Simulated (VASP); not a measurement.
# SrCdCl4 (P-3m1) in VASP: further runs

SrCdCl4 is run at these levels: PBE+D3(BJ), r2SCAN; tasks: single point.

All numbers are computed with VASP 6.6.1; they aren't measurements. Logs are shortened: lines on timing, memory, paths and dates and some standing lists are left out, and cuts for length are marked.

## 1. The cell of the first run

It takes space group P-3m1 (No. 164, trigonal). Conventional cell: a = 3.971 Å, b = 3.971 Å, c = 11.363 Å, α = 90.00°, β = 90.00°, γ = 120.00°. Within 4.0 Å of Sr (site symmetry -3m) lie 6 Cl at 3.05 Å and 6 Sr at 3.97 Å. Cd (site symmetry -3m) has 6 Cl at 2.60 Å within 3.4 Å. Within 4.0 Å of Cl (site symmetry 3m) lie 3 Sr at 3.05 Å and 9 Cl at 3.35 to 3.97 Å. Within 3.4 Å of Cl (site symmetry 3m) lie 3 Cd at 2.60 Å and 6 Cl at 3.35 to 3.36 Å.

## 2. Single point, PBE+D3(BJ)

The input, INCAR:

```
ALGO = Normal
EDIFF = 1E-6
ENCUT = 520
GGA = PE
ISIF = 2
ISMEAR = 0
IVDW = 12
LASPH = True
LCHARG = False
LREAL = False
LWAVE = False
NBANDS = 34
NELM = 60
PREC = Accurate
SIGMA = 0.1
```

The input, KPOINTS:

```
k-points
0
Gamma
  6 6 2
```

The input, POSCAR:

```
SrCdCl4
1.0
    3.9705960500      0.0000000000      0.0000000000
   -1.9852980300      3.4386370500      0.0000000000
    0.0000000000      0.0000000000     11.3625788800
Sr Cd Cl
1 1 4
Direct
    0.0000000000      0.0000000000      0.0000000000
    0.0000000000      0.0000000000      0.5000000000
    0.3333333300      0.6666666700      0.8229462200
    0.6666666700      0.3333333300      0.1770537800
    0.3333333300      0.6666666700      0.3920404900
    0.6666666700      0.3333333300      0.6079595100
```

Potentials or basis: VASP PAW PBE potentials, release 64 (Sr_sv, Cd, Cl).

Run with:

```
cat potpaw_PBE.64/Sr_sv/POTCAR potpaw_PBE.64/Cd/POTCAR potpaw_PBE.64/Cl/POTCAR > POTCAR
mpirun -np 1 vasp_std > vasp.out
```

OUTCAR:

```text
EDIFF = 1E-6
   ENCUT = 520
   GGA = PE
   ISIF = 2
   ISMEAR = 0
   IVDW = 12
   LASPH = True
   LREAL = False
   NELM = 60
   PREC = Accurate
 IVDW          = 12

 ion  position               nearest neighbor table
   1  0.000  0.000  0.000-   3 3.05   4 3.05   4 3.05   3 3.05   4 3.05   3 3.05
   2  0.000  0.000  0.500-   5 2.60   6 2.60   6 2.60   5 2.60   6 2.60   5 2.60
   3  0.333  0.667  0.823-   1 3.05   1 3.05   1 3.05
   4  0.667  0.333  0.177-   1 3.05   1 3.05   1 3.05
   5  0.333  0.667  0.392-   2 2.60   2 2.60   2 2.60
   6  0.667  0.333  0.608-   2 2.60   2 2.60   2 2.60

  LATTYP: Found a hexagonal cell.
 ALAT       =     3.9705960500
 C/A-ratio  =     2.8616809005

  Lattice vectors:

 A1 = (   3.9705960500,   0.0000000000,   0.0000000000)
 A2 = (  -1.9852980300,   3.4386370500,   0.0000000000)
 A3 = (   0.0000000000,   0.0000000000,  11.3625788800)

Analysis of symmetry for initial positions (statically):
=====================================================================
 Subroutine PRICEL returns:
 Original cell was already a primitive cell.

 Routine SETGRP: Setting up the symmetry group for a
 hexagonal supercell.

 Subroutine GETGRP returns: Found 12 space group operations
 (whereof 12 operations were pure point group operations)
 out of a pool of 24 trial point group operations.

The static configuration has the point symmetry D_3d.

Analysis of symmetry for dynamics (positions and initial velocities):
=====================================================================
 Subroutine PRICEL returns:
 Original cell was already a primitive cell.

 Routine SETGRP: Setting up the symmetry group for a
 hexagonal supercell.

 Subroutine GETGRP returns: Found 12 space group operations
 (whereof 12 operations were pure point group operations)
 out of a pool of 24 trial point group operations.

The dynamic configuration has the point symmetry D_3d.

 Subroutine INISYM returns: Found 12 space group operations
 (whereof 12 operations are pure point group operations),
 and found     1 'primitive' translations

----------------------------------------------------------------------------------------

                                     Primitive cell

  volume of cell :     155.1383

  direct lattice vectors                    reciprocal lattice vectors
     3.970596050  0.000000000  0.000000000     0.251851356  0.145406449  0.000000000
    -1.985298030  3.438637050  0.000000000     0.000000000  0.290812896  0.000000000
     0.000000000  0.000000000 11.362578880     0.000000000  0.000000000  0.088008190

  length of vectors
     3.970596050  3.970596055 11.362578880     0.290812897  0.290812896  0.088008190

  position of ions in fractional coordinates (direct lattice)
     0.000000000  0.000000000  0.000000000
     0.000000000  0.000000000  0.500000000
     0.333333330  0.666666670  0.822946220
     0.666666670  0.333333330  0.177053780
     0.333333330  0.666666670  0.392040490
     0.666666670  0.333333330  0.607959510

  ion indices of the primitive-cell ions
   primitive index   ion index
                 1           1
                 2           2
                 3           3
                 4           4
                 5           5
                 6           6

----------------------------------------------------------------------------------------

 KPOINTS: k-points

Automatic generation of k-mesh.
 Grid dimensions read from file:
 generate k-points for:    6    6    2

 Generating k-lattice:

  Cartesian coordinates                     Fractional coordinates (reciprocal lattice)
     0.041975226  0.024234408  0.000000000     0.166666667  0.000000000  0.000000000
     0.000000000  0.048468816  0.000000000     0.000000000  0.166666667  0.000000000
     0.000000000  0.000000000  0.044004095     0.000000000  0.000000000  0.500000000

  Length of vectors
     0.048468816  0.048468816  0.044004095

  Shift w.r.t. Gamma in fractional coordinates (k-lattice)
     0.000000000  0.000000000  0.000000000

 Subroutine IBZKPT returns following result:
[... 54 lines left out ...]
  band No.  band energies     occupation
      1     -33.5935      2.00000
      2     -15.6293      2.00000
      3     -15.5889      2.00000
      4     -15.5377      2.00000
      5     -13.3411      2.00000
      6     -12.7340      2.00000
[... 26 lines left out ...]
     33       7.4951      0.00000
     34       8.6325      0.00000

 k-point     3 :       0.3333    0.0000    0.0000
  band No.  band energies     occupation
      1     -33.5803      2.00000
      2     -15.8293      2.00000
      3     -15.5759      2.00000
      4     -15.4978      2.00000
      5     -13.0562      2.00000
      6     -12.7403      2.00000
[... 26 lines left out ...]
     33       7.9401      0.00000
     34       9.2977      0.00000

 k-point     4 :       0.5000    0.0000    0.0000
  band No.  band energies     occupation
      1     -33.5736      2.00000
      2     -15.9231      2.00000
      3     -15.5948      2.00000
      4     -15.4499      2.00000
      5     -12.8280      2.00000
      6     -12.7935      2.00000
[... 26 lines left out ...]
     33       8.4061      0.00000
     34       9.3257      0.00000

 k-point     5 :       0.1667    0.1667    0.0000
  band No.  band energies     occupation
      1     -33.5836      2.00000
      2     -15.7589      2.00000
      3     -15.5937      2.00000
      4     -15.5179      2.00000
      5     -13.1380      2.00000
      6     -12.7285      2.00000
[... 251 lines left out ...]
 k-point    12 :       0.1667    0.1667    0.5000
  band No.  band energies     occupation
      1     -33.5836      2.00000
      2     -15.7589      2.00000
      3     -15.5937      2.00000
      4     -15.5179      2.00000
      5     -13.1345      2.00000
      6     -12.7464      2.00000
[... 26 lines left out ...]
     33       8.1806      0.00000
     34       9.0589      0.00000

 k-point    13 :       0.3333    0.1667    0.5000
  band No.  band energies     occupation
      1     -33.5736      2.00000
      2     -15.8697      2.00000
      3     -15.6537      2.00000
      4     -15.4517      2.00000
      5     -12.8860      2.00000
      6     -12.7338      2.00000
[... 26 lines left out ...]
     33       8.8222      0.00000
     34       9.2964      0.00000

 k-point    14 :       0.3333    0.3333    0.5000
  band No.  band energies     occupation
      1     -33.5703      2.00000
      2     -15.7918      2.00000
      3     -15.7918      2.00000
      4     -15.4304      2.00000
      5     -12.7669      2.00000
      6     -12.7669      2.00000
[... 26 lines left out ...]
     33       9.5615      0.00000
     34       9.8272      0.00000

------------------------ aborting loop because EDIFF is reached ----------------------------------------

 Edisp (eV)   -1.43936

 E8    (eV) :    -0.5825

  FORCE on cell =-STRESS in cart. coord.  units (eV):
  Direction    XX          YY          ZZ          XY          YZ          ZX
  --------------------------------------------------------------------------------------
  -------------------------------------------------------------------------------------
  Total       2.37741     2.37741    -2.64208    -0.00000     0.00000     0.00000
  in kB      24.55246    24.55246   -27.28582    -0.00000     0.00000     0.00000
  external pressure =        7.27 kB  Pullay stress =        0.00 kB

 VOLUME and BASIS-vectors are now :
 -----------------------------------------------------------------------------
  energy-cutoff  :      520.00
  volume of cell :      155.14
      direct lattice vectors                 reciprocal lattice vectors
     3.970596050  0.000000000  0.000000000     0.251851356  0.145406449  0.000000000
    -1.985298030  3.438637050  0.000000000     0.000000000  0.290812896  0.000000000
     0.000000000  0.000000000 11.362578880     0.000000000  0.000000000  0.088008190

 POSITION                                       TOTAL-FORCE (eV/Angst)
 -----------------------------------------------------------------------------------
      0.00000      0.00000      0.00000        -0.000000      0.000000      0.000000
      0.00000      0.00000      5.68129        -0.000000      0.000000      0.000000
     -0.00000      2.29242      9.35079         0.000000     -0.000000      1.882364
      1.98530      1.14621      2.01179         0.000000      0.000000     -1.882364
     -0.00000      2.29242      4.45459         0.000000     -0.000000     -0.675520
      1.98530      1.14621      6.90799        -0.000000      0.000000      0.675520
 -----------------------------------------------------------------------------------
    total drift:                                0.000000      0.000000      0.000000

  FREE ENERGIE OF THE ION-ELECTRON SYSTEM (eV)
  ---------------------------------------------------
  free  energy   TOTEN  =       -20.3308199077 eV

  energy  without entropy=      -20.3308199077  energy(sigma->0) =      -20.33081991
```

Run time: 72 s. Hardware: 1 thread of Intel Xeon Platinum 8375C at 2.90GHz (Ice Lake), shared host; peak memory 0.31 GiB.

What came out:

```
Free energy                : -20.3308 eV
Pressure                   : 0.7 GPa
Largest force              : 1.882 eV/Å
Band gap on the k mesh     : 3.25 eV (least direct gap 3.27 eV)
Dispersion energy per atom : -0.240 eV
```

Forces on the atoms (eV/Å):
```
Sr   0.000  0.000  0.000
Cd   0.000  0.000  0.000
Cl   0.000  0.000  1.882
Cl   0.000  0.000 -1.882
Cl   0.000  0.000 -0.676
Cl   0.000  0.000  0.676
```

Stress tensor (GPa, compression positive):
```
 2.46  0.00  0.00
 0.00  2.46  0.00
 0.00  0.00 -2.73
```

Levels at points of the mesh, in eV from the valence-band top:
```csv
k point,band 21,band 22,band 23,band 24,band 25,band 26,band 27,band 28,band 29,band 30
"(0.00, 0.00, 0.00)",-0.60,-0.60,-0.25,-0.25,-0.02,3.25,4.39,5.36,5.36,5.81
"(0.50, 0.00, 0.00)",-1.26,-0.89,-0.64,-0.09,-0.04,3.48,5.09,6.38,6.84,7.23
"(0.00, 0.00, 0.50)",-0.74,-0.74,-0.32,-0.22,-0.22,3.56,4.15,5.36,5.36,5.64
"(0.50, 0.00, 0.50)",-1.12,-1.05,-0.82,-0.01,-0.01,3.47,5.07,6.42,6.81,7.22
```

Caveat: the stress differs along the axes, from -3 to 2 GPa; forces of over 1 eV/Å act on the atoms, so gaps and moduli don't describe the material at rest. A k mesh can miss the band edges.

## 3. Single point, PBE+D3(BJ)

This run uses another cell than the first one, of 27.93 Å³/atom.

The input, INCAR:

```
PREC     = Accurate       # precision mode
ENCUT    = 520            # plane-wave cutoff, eV
EDIFF    = 1E-6           # SCF threshold, eV
ISMEAR   = 0              # smearing method
SIGMA    = 0.1            # smearing width, eV
LREAL    = F              # projectors in reciprocal space
LASPH    = T              # aspherical terms in the spheres
NELM     = 80             # most SCF steps
ALGO     = Normal         # electronic algorithm
ISIF     = 2              # what is computed and relaxed
LWAVE    = F              # write WAVECAR
LCHARG   = F              # write CHGCAR
GGA      = PE             # functional
IVDW     = 12             # dispersion correction
NBANDS   = 34             # bands
```

The input, KPOINTS:

```
regular mesh
0
Gamma
  6 6 2
```

The input, POSCAR:

```
SrCdCl4
1.0
    4.1191382916      0.0000000030      0.0000000000
   -2.0595691484      3.5672784007      0.0000000000
    0.0000000000      0.0000000000     11.4052895805
Sr Cd Cl
1 1 4
Direct
    0.0000000000      0.0000000000      0.0000000000
    0.0000000000      0.0000000000      0.5000000000
    0.3333333333      0.6666666667      0.8634813194
    0.6666666667      0.3333333333      0.1365186806
    0.3333333333      0.6666666667      0.3852661713
    0.6666666667      0.3333333333      0.6147338287
```

Potentials or basis: VASP PAW PBE potentials, release 64 (Sr_sv, Cd, Cl).

Run with:

```
cat potpaw_PBE.64/Sr_sv/POTCAR potpaw_PBE.64/Cd/POTCAR potpaw_PBE.64/Cl/POTCAR > POTCAR
mpirun -np 1 vasp_std > vasp.out
```

Wall time 71 s (1 thread of Intel Xeon Platinum 8375C at 2.90GHz (Ice Lake), shared host); peak memory 0.34 GiB.

The run converged. Its results:

```yaml
Free_energy: -21.2943 eV
Pressure: 0.1 GPa
Largest_force: 0.029 eV/Å
Band_gap_on_the_k_mesh: 3.36 eV
Dispersion_energy_per_atom: -0.217 eV
```

Forces in eV/Å, atoms in the order of the input:
```
Sr   0.000  0.000  0.000
Cd   0.000  0.000  0.000
Cl   0.000  0.000 -0.029
Cl   0.000  0.000  0.029
Cl   0.000  0.000 -0.001
Cl   0.000  0.000  0.001
```

Levels at points of the mesh, in eV from the valence-band top:
```
           k point  band 23  band 24  band 25  band 26  band 27  band 28
(0.00, 0.00, 0.00)    -0.37    -0.37     0.00     3.36     5.95     6.27
(0.50, 0.00, 0.00)    -0.53    -0.21    -0.20     4.45     5.32     6.94
(0.00, 0.00, 0.50)    -0.34    -0.34    -0.31     3.47     5.72     6.35
(0.50, 0.00, 0.50)    -0.75    -0.20    -0.12     4.46     5.28     6.98
```

A k mesh can miss the band edges.

## 4. Single point, PBE+D3(BJ)

This run uses another cell than the first one, of 28.03 Å³/atom.

The input, INCAR:

```
ALGO = Normal
EDIFF = 1E-6
ENCUT = 520
GGA = PE
ISIF = 2
ISMEAR = 0
IVDW = 12
LASPH = True
LCHARG = False
LREAL = False
LWAVE = False
NBANDS = 34
NELM = 60
PREC = Accurate
SIGMA = 0.02
```

The input, KPOINTS:

```
k-points
0
Gamma
  6 6 2
```

The input, POSCAR:

```
SrCdCl4
1.0
    4.1181746123      0.0000000000      0.0000000000
   -2.0590873062      3.5664438315      0.0000000000
    0.0000000000      0.0000000000     11.4527769313
Sr Cd Cl
1 1 4
Direct
    0.0000000000      0.0000000000      0.0000000000
    0.0000000000      0.0000000000      0.5000000000
    0.3333333333      0.6666666667      0.8638949728
    0.6666666667      0.3333333333      0.1361050272
    0.3333333333      0.6666666667      0.3861140193
    0.6666666667      0.3333333333      0.6138859807
```

Run with:

```
cat potpaw_PBE.64/Sr_sv/POTCAR potpaw_PBE.64/Cd/POTCAR potpaw_PBE.64/Cl/POTCAR > POTCAR
mpirun -np 1 vasp_std > vasp.out
```

It took 76 s on 1 thread of Intel Xeon Platinum 8375C at 2.90GHz (Ice Lake), shared host; peak memory 0.34 GiB.

Results (log left out):

```
Free energy                : -21.2945 eV
Pressure                   : 0.1 GPa
Largest force              : 0.033 eV/Å
Band gap on the k mesh     : 3.38 eV
Dispersion energy per atom : -0.216 eV
```

Forces on the atoms (eV/Å):
```
Sr   0.000  0.000  0.000
Cd   0.000  0.000  0.000
Cl   0.000  0.000 -0.033
Cl   0.000  0.000  0.033
Cl   0.000  0.000 -0.032
Cl   0.000  0.000  0.032
```

Levels at points of the mesh, in eV from the valence-band top:
```csv
k point,band 21,band 22,band 23,band 24,band 25,band 26,band 27,band 28,band 29,band 30
"(0.00, 0.00, 0.00)",-0.50,-0.50,-0.36,-0.36,0.00,3.38,5.96,6.26,6.63,6.63
"(0.50, 0.00, 0.00)",-1.09,-0.77,-0.53,-0.20,-0.19,4.47,5.33,6.96,8.07,8.12
"(0.00, 0.00, 0.50)",-0.55,-0.55,-0.33,-0.33,-0.30,3.48,5.73,6.35,6.63,6.63
"(0.50, 0.00, 0.50)",-0.86,-0.83,-0.75,-0.18,-0.11,4.48,5.28,7.00,7.94,8.25
```

A k mesh can miss the band edges.

## 5. Single point, r2SCAN

This run uses another cell than the first one, of 28.03 Å³/atom.

POSCAR is that of step 4.

The input, INCAR.step1:

```
SYSTEM = SrCdCl4
PREC = Accurate ; ENCUT = 520
ISMEAR = 0 ; SIGMA = 0.02
LREAL = .False. ; LASPH = .True.
NELM = 100 ; NBANDS = 34
GGA = PE ; ALGO = Normal
EDIFF = 1E-4 ; LWAVE = .True.
LCHARG = .False.
```

The input, INCAR.step2:

```
SYSTEM = SrCdCl4
PREC = Accurate ; ENCUT = 520
EDIFF = 1E-6 ; ISMEAR = 0
SIGMA = 0.02 ; LREAL = .False.
LASPH = .True. ; NELM = 100
ALGO = Normal ; ISIF = 2
LWAVE = .False. ; LCHARG = .True.
METAGGA = R2SCAN ; LMIXTAU = .True.
LELF = .True. ; LVHAR = .True.
NBANDS = 34 ; ISTART = 1
```

The input, KPOINTS:

```
Automatic mesh
0
Gamma
  6 6 2
  0 0 0
```

Run with:

```
cat potpaw_PBE.64/Sr_sv/POTCAR potpaw_PBE.64/Cd/POTCAR potpaw_PBE.64/Cl/POTCAR > POTCAR
cp INCAR.step1 INCAR
mpirun -np 1 vasp_std > vasp.out
cp INCAR.step2 INCAR
mpirun -np 1 vasp_std > vasp.out
```

Run time: 4.7 min. Hardware: 1 thread of Intel Xeon Platinum 8375C at 2.90GHz (Ice Lake), shared host; peak memory 0.37 GiB.

The run converged. Its results:

```
Free energy            : -71.3605 eV
Pressure               : 0.4 GPa
Largest force          : 0.066 eV/Å
Band gap on the k mesh : 3.96 eV
```

Forces on the atoms (eV/Å):
```
Sr   0.000  0.000  0.000
Cd   0.000  0.000  0.000
Cl   0.000  0.000 -0.008
Cl   0.000  0.000  0.008
Cl   0.000  0.000  0.066
Cl   0.000  0.000 -0.066
```

Stress tensor (GPa, compression positive):
```
0.37 0.00 0.00
0.00 0.37 0.00
0.00 0.00 0.58
```

Levels at points of the mesh, in eV from the valence-band top:
```
           k point  band 22  band 23  band 24  band 25  band 26  band 27  band 28  band 29
(0.00, 0.00, 0.00)    -0.52    -0.37    -0.37     0.00     3.96     6.52     6.94     7.23
(0.50, 0.00, 0.00)    -0.80    -0.53    -0.21    -0.19     5.05     5.85     7.54     8.65
(0.00, 0.00, 0.50)    -0.57    -0.35    -0.35    -0.29     4.05     6.33     6.99     7.23
(0.50, 0.00, 0.50)    -0.86    -0.75    -0.19    -0.12     5.07     5.80     7.61     8.48
```

Caveat: the PAW data sets were made with another functional, which shifts forces and pressure a little. A k mesh can miss the band edges.

## 6. Overview

```tsv
level	cell	smearing	gap on the mesh (eV)	pressure (GPa)	largest force (eV/Å)
PBE+D3(BJ)	a = 3.971, b = 3.971, c = 11.363 Å, angles 90.0, 90.0, 120.0°, 6 atoms, atomic positions A	gaussian 0.1 eV	3.25	0.7	1.88
PBE+D3(BJ)	a = 4.119, b = 4.119, c = 11.405 Å, angles 90.0, 90.0, 120.0°, 6 atoms, atomic positions B	gaussian 0.1 eV	3.36	0.1	0.03
PBE+D3(BJ)	a = 4.118, b = 4.118, c = 11.453 Å, angles 90.0, 90.0, 120.0°, 6 atoms, atomic positions C	gaussian 0.02 eV	3.38	0.1	0.03
r2SCAN	a = 4.118, b = 4.118, c = 11.453 Å, angles 90.0, 90.0, 120.0°, 6 atoms, atomic positions C	gaussian 0.02 eV	3.96	0.4	0.07
```

Alike in all rows: task single point; potentials or basis VASP PAW PBE potentials, release 64 (Sr_sv, Cd, Cl); no spin polarisation; k mesh 6 × 6 × 2; cutoff (eV) 520.

Caveats: the stress differs along the axes, from -3 to 2 GPa (at least some runs); forces of over 1 eV/Å act on the atoms, so gaps and moduli don't describe the material at rest (at least some runs); the PAW data sets were made with another functional, which shifts forces and pressure a little (at least some runs).

Absolute energies hang on the potentials; compare differences alone.
